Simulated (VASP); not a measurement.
C: single point with PBE+D3(BJ)

C:

```
C
1.0
     0.00000    2.10792    3.31797
     1.21699    0.00000    3.31797
     1.21699    2.10792    0.00000
C
2
Direct
  0.16667 0.83333 0.16667
  0.83333 0.16667 0.83333
```

```
Program             : VASP 6.6.1
Task                : single point
Functional          : PBE
Dispersion          : D3(BJ)
Potentials or basis : VASP PAW PBE potentials, release 64 (C)
Cutoff              : 520 eV
k mesh              : 14 × 14 × 14
Occupations         : fermi-dirac, width 0.1 eV
Spin                : no spin polarisation
```

```yaml
Pressure: 12.6 GPa
Largest_force: 0.023 eV/Å
Dispersion_energy_per_atom: -0.158 eV
```

Forces in eV/Å, atoms in the order of the input:
```
C    0.000  0.023  0.000
C    0.000 -0.023  0.000
```

Stress tensor (GPa, compression positive):
```
18.65  0.00  0.00
 0.00 18.45  0.00
 0.00  0.00  0.80
```

It took 100 s on 1 thread of Intel Xeon 8259CL (shared host), peak memory 0.2 GiB.

Caveat: three body term missing; the stress differs along the axes, from 1 to 19 GPa.
